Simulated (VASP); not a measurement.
Write the native input for VASP 6.6.1 that does the following.

- Task: relaxation of cell and atoms
- Functional: PBE
- Potentials or basis: VASP PAW PBE potentials, release 64 (Cr_pv, O)
- Cutoff: 600 eV
- k mesh: 7 × 7 × 7
- Occupations: fermi-dirac, width 0.05 eV
- Spin: collinear spin, ferromagnetic start
- Starting moments: [3.0, 0.0, 0.0] μB
- Dipole correction: no
- Further INCAR settings: ALGO = Normal; EDIFF = 1e-07; IBRION = 2; EDIFFG = -0.01; NSW = 60; ISIF = 3

The structure of CrO2 lies in POSCAR:

```
CrO2
1.0
    0.0000000000      2.3830650000      2.3830650000
    2.3830650000      0.0000000000      2.3830650000
    2.3830650000      2.3830650000      0.0000000000
Cr O
1 2
Direct
    0.0000000000      0.0000000000      0.0000000000
    0.2500000000      0.2500000000      0.2500000000
    0.7500000000      0.7500000000      0.7500000000
```

The input as run:

INCAR

```
PREC = Accurate ; ENCUT = 600
EDIFF = 1E-7 ; ISMEAR = -1
SIGMA = 0.05 ; LREAL = F
LASPH = T ; NELM = 150
ALGO = Normal ; ISIF = 3
LWAVE = F ; LCHARG = F
ISPIN = 2 ; MAGMOM = 3 0 0
LORBIT = 11 ; LMAXMIX = 4
GGA = PE ; IBRION = 2
NSW = 60 ; EDIFFG = -0.01
```

KPOINTS

```
regular mesh
0
Gamma
  7 7 7
```

Potentials or basis: VASP PAW PBE potentials, release 64 (Cr_pv, O).

Command:

```bash
$ cat potpaw_PBE.64/Cr_pv/POTCAR potpaw_PBE.64/O/POTCAR > POTCAR
$ mpirun -np 1 vasp_std > vasp.out
```

It gave:

| Quantity | Value |
| --- | --- |
| Relaxed volume | 8.71 Å³/atom |
| Relaxed cell | a = 3.331 Å, b = 3.331 Å, c = 3.331 Å, α = 60.00°, β = 60.00°, γ = 60.00° |
| Space group after relaxing (to 0.1 Å) | Fm-3m (No. 225) |
| Energy gained by relaxing | 8.3 meV/atom |
| Ionic steps | 3 |
| Pressure after relaxing | 0.0 GPa |
| Band gap on the k mesh | 0.73 eV |
| Net moment | 2.00 μB per cell |
| Site moments | Cr +2.17; O -0.11 μB |
| Valence electrons inside the program's atomic spheres | Cr 10.60; O 5.01 |

Caveat: an empty level that is flat over the whole mesh can mark a ghost state of the potentials, or a narrow d or f band; an odd mesh through Γ misses points on the zone boundary, where band edges can lie; a cell with one magnetic atom can't hold antiferromagnetic order, which such compounds often take.

It took 120 s on 1 thread of Intel Xeon 8259CL, with other jobs on the host, peak memory 0.19 GiB.
